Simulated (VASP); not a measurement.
A run of VASP 6.6.1 is set up as follows.

The input INCAR:

```
SYSTEM = Tl
PREC = Accurate ; ENCUT = 600
EDIFF = 1E-7 ; ISMEAR = 1
SIGMA = 0.05 ; LREAL = .FALSE.
LASPH = .TRUE. ; NELM = 60
ALGO = Normal ; ISIF = 3
LWAVE = .FALSE. ; LCHARG = .FALSE.
GGA = PS ; IBRION = 2
NSW = 80 ; EDIFFG = -0.02
```

KPOINTS

```
Automatic mesh
0
G
  7 7 4
  0 0 0
```

File POSCAR:

```
Tl
1.0
    3.4560000000      0.0000000000      0.0000000000
   -1.7280000000      2.9929840000      0.0000000000
    0.0000000000      0.0000000000      5.5250000000
Tl
2
Direct
    0.3333333333      0.6666666667      0.2500000000
    0.6666666667      0.3333333333      0.7500000000
```

Potentials or basis: VASP PAW PBE potentials, release 64 (Tl_d).

Command:

```console
$ cat potpaw_PBE.64/Tl_d/POTCAR > POTCAR
$ mpirun -np 1 vasp_std > vasp.out
```

Task: What does it give for the relaxed cell?

Result: a = 3.411 Å, b = 3.411 Å, c = 5.662 Å, α = 90.00°, β = 90.00°, γ = 120.00°.

Task: Estimate the relaxed volume.

Result: 28.53 Å³/atom.

Step by step:
| step | energy change (eV) | largest force (eV/Å) | pressure (GPa) | volume (Å³) |
| --- | --- | --- | --- | --- |
| 1 | 0.0000 | 0.0000 | 0.08 | 57.15 |
| 2 | -0.0066 | 0.0000 | -0.07 | 57.26 |
| 3 | -0.0039 | 0.0000 | -0.13 | 57.53 |
| 4 | -0.0101 | 0.0000 | -0.24 | 57.38 |
| 5 | -0.0101 | 0.0000 | -0.25 | 57.40 |
| 6 | -0.0101 | 0.0000 | -0.24 | 57.39 |
| 7 | -0.0104 | 0.0000 | 0.09 | 56.95 |
| 8 | -0.0104 | 0.0000 | 0.00 | 57.07 |

Caveat: the PAW data sets were made with another functional, which shifts forces and pressure a little.
